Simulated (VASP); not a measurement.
Zr:

```
Zr
1.0
     3.23000    0.00000    0.00000
    -1.61500    2.79726    0.00000
     0.00000    0.00000    5.14539
Zr
2
Direct
  0.33333 0.66667 0.75000
  0.66667 0.33333 0.25000
```

```yaml
Program: VASP 6.6.1
Task: relaxation of cell and atoms
Functional: PBEsol
Potentials_or_basis: VASP PAW PBE potentials, release 64 (Zr_sv)
Cutoff: 600 eV
k_mesh: 16 × 16 × 8
Occupations: gaussian, width 0.05 eV
Spin: no spin polarisation
```

At the start: pressure -3.1 GPa; volume 23.24 Å³/atom.

**Question.** Where does the relaxation end?

**Answer.** Over 7 steps the energy falls by 7.6 meV/atom and the volume is 22.48 Å³/atom (-3.3 %); space group P6_3/mmc (No. 194, to 0.1 Å) before and after.

Step by step:
| step | energy change (eV) | largest force (eV/Å) | pressure (GPa) | volume (Å³) |
| --- | --- | --- | --- | --- |
| 1 | 0.0000 | 0.0000 | -3.11 | 46.49 |
| 2 | 0.0008 | 0.0000 | 3.50 | 43.52 |
| 3 | -0.0149 | 0.0000 | 0.00 | 45.00 |
| 4 | -0.0149 | 0.0000 | 0.05 | 44.97 |
| 5 | -0.0152 | 0.0000 | 0.04 | 44.96 |
| 6 | -0.0152 | 0.0000 | 0.05 | 44.95 |
| 7 | -0.0152 | 0.0000 | 0.04 | 44.95 |

Final structure:
```cif
data_structure
_symmetry_space_group_name_H-M 'P 1'
_symmetry_Int_Tables_number 1
_cell_length_a 3.1868
_cell_length_b 3.1868
_cell_length_c 5.1111
_cell_angle_alpha 90.000
_cell_angle_beta 90.000
_cell_angle_gamma 120.000
_cell_volume 44.95
loop_
_atom_site_label
_atom_site_type_symbol
_atom_site_fract_x
_atom_site_fract_y
_atom_site_fract_z
_atom_site_occupancy
Zr1 Zr 0.33333 0.66667 0.75000 1
Zr2 Zr 0.66667 0.33333 0.25000 1
```

Caveat: the PAW data sets were made with another functional, which shifts forces and pressure a little.
